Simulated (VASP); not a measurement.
Crystal: KAl2As2.

```
K Al As
1.0
     3.81444    0.00000    0.00000
    -1.90722    3.30340    0.00000
     0.00000    0.00000    8.58842
K Al As
1 2 2
Direct
  0.33333 0.66667 0.50000
  0.33333 0.66667 0.85193
  0.33333 0.66667 0.14807
  0.00000 0.00000 0.72219
  0.00000 0.00000 0.27781
```

- Program: VASP 6.6.1
- Task: relaxation of cell and atoms
- Functional: PBE
- Potentials or basis: VASP PAW PBE potentials, release 64 (K_sv, Al, As)
- Cutoff: 600 eV
- k mesh: 6 × 6 × 2
- Occupations: gaussian, width 0.1 eV
- Spin: no spin polarisation

At the start: pressure 11.9 GPa; volume 21.64 Å³/atom.

Problem. Where does the relaxation end?

Solution. Over 16 steps the energy falls by 311.9 meV/atom and the volume is 27.26 Å³/atom (+25.9 %); space group P-6m2 (No. 187, to 0.05 Å).

Step by step:
```
step  energy change (eV)  largest force (eV/Å)  pressure (GPa)  volume (Å³)
   1              0.0000                1.5761           11.92       108.22
   2             -1.0036                1.4497           -1.80       135.31
   3             -1.0054                1.4516           -1.32       133.60
   4             -1.2192                1.1111           -0.49       132.55
   5             -1.3642                0.6405            0.95       131.21
   6             -1.1546                1.2071            5.09       128.44
   7             -1.3847                0.4264            1.68       130.67
   8             -1.5135                0.4122            0.15       135.74
   9             -1.5257                0.4485           -0.39       137.74
  10             -1.5479                0.2467           -0.20       136.55
  11             -1.5544                0.0687            0.03       135.50
  12             -1.5579                0.0579            0.18       135.33
  13             -1.5579                0.0564            0.20       135.30
  14             -1.5589                0.0503           -0.06       136.26
  15             -1.5589                0.0500           -0.08       136.32
  16             -1.5593                0.0148           -0.02       136.28
```

Final structure:
```xyz
5
Lattice="4.0319 0.0000 0.0000 -2.0159 3.4917 0.0000 0.0000 0.0000 9.6804" Properties=species:S:1:pos:R:3 pbc="T T T"
K     0.0000    2.3278    4.8402
Al    0.0000    2.3278    8.3100
Al    0.0000    2.3278    1.3703
As    0.0000    0.0000    7.4439
As    0.0000    0.0000    2.2364
```

Caveat: the k points lie up to 0.32 Å⁻¹ apart in the final cell; the volume moved by over 15 % at a fixed basis, so the end points are rough.
